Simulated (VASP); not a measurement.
**CaO: single point with PBE**

The system is CaO.

```
Ca O
1.0
     0.00000    2.42560    2.42560
     2.42560    0.00000    2.42560
     2.42560    2.42560    0.00000
Ca O
1 1
Cartesian
  0.0000 0.0000 0.0000
  2.4256 2.4256 2.4256
```

This cell differs from its parent crystal: strain +1.2%.

| Property | Result |
| --- | --- |
| Program | VASP 6.6.1 |
| Task | single point |
| Functional | PBE |
| Potentials or basis | VASP PAW PBE potentials, release 64 (Ca_sv, O) |
| Cutoff | 520 eV |
| k mesh | 10 × 10 × 10 |
| Occupations | fermi-dirac, width 0.02 eV |
| Spin | no spin polarisation |

```json
{
  "Pressure": "-0.8 GPa",
  "Band gap on the k mesh": "3.64 eV (least direct gap 4.02 eV)"
}
```

Levels at points of the mesh, in eV from the valence-band top:
| k point | band 4 | band 5 | band 6 | band 7 | band 8 | band 9 | band 10 | band 11 | band 12 | band 13 |
| --- | --- | --- | --- | --- | --- | --- | --- | --- | --- | --- |
| (0.00, 0.00, 0.00) | -18.54 | -15.48 | 0.00 | 0.00 | 0.00 | 4.49 | 6.16 | 6.16 | 6.16 | 7.61 |
| (0.50, 0.00, 0.00) | -18.59 | -14.39 | -2.57 | -1.15 | -1.15 | 6.92 | 8.20 | 8.20 | 8.29 | 10.19 |
| (0.50, 0.50, 0.00) | -18.74 | -15.24 | -1.31 | -0.38 | -0.38 | 3.64 | 7.84 | 8.73 | 9.35 | 9.35 |

Wall time 13 s on 1 thread of Intel(R) Xeon(R) Platinum 8488C (Sapphire Rapids), on a shared host, peak memory 0.17 GiB.

Caveat: the cell differs from its parent crystal (strain +1.2%). A k mesh can miss the band edges.
